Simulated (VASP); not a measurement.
Crystal: CuI2.

```
CELL_PARAMETERS angstrom
3.93819 0.00000 0.00000
-1.96909 3.41057 0.00000
0.00000 0.00000 7.63899
ATOMIC_POSITIONS crystal
Cu 0.00000 0.00000 0.00000
I 0.33333 0.66667 0.20972
I 0.66667 0.33333 0.79028
```

Base run:

```yaml
Program: VASP 6.6.1
Functional: PBEsol
Potentials_or_basis: VASP PAW PBE potentials, release 64 (Cu, I)
Cutoff: 520 eV
k_mesh: 10 × 10 × 6
Occupations: gaussian, width 0.05 eV
Spin: collinear spin
Starting_moments: "[0.15, 0.0, 0.0] μB"
```

Its results: pressure -2.2 GPa; net moment 0.27 μB per cell; site moments Cu +0.10; I +0.06 μB; largest force 0.298 eV/Å.

Question: The run is repeated on the same cell with these changes: functional from PBEsol to PBE. What comes out?

Answer: Pressure 0.0 GPa; net moment 0.34 μB per cell; site moments Cu +0.12; I +0.08 μB; largest force 0.008 eV/Å.

PBE binds less tightly than PBEsol, so the same cell stands under more pressure.

Caveats: a moment this small can come from the mesh or the smearing; this functional lacks dispersion, which binds layers or chains, so the pressure and a relaxed spacing across them are unreliable; the PAW data sets were made with another functional, which shifts forces and pressure a little (at least some runs).
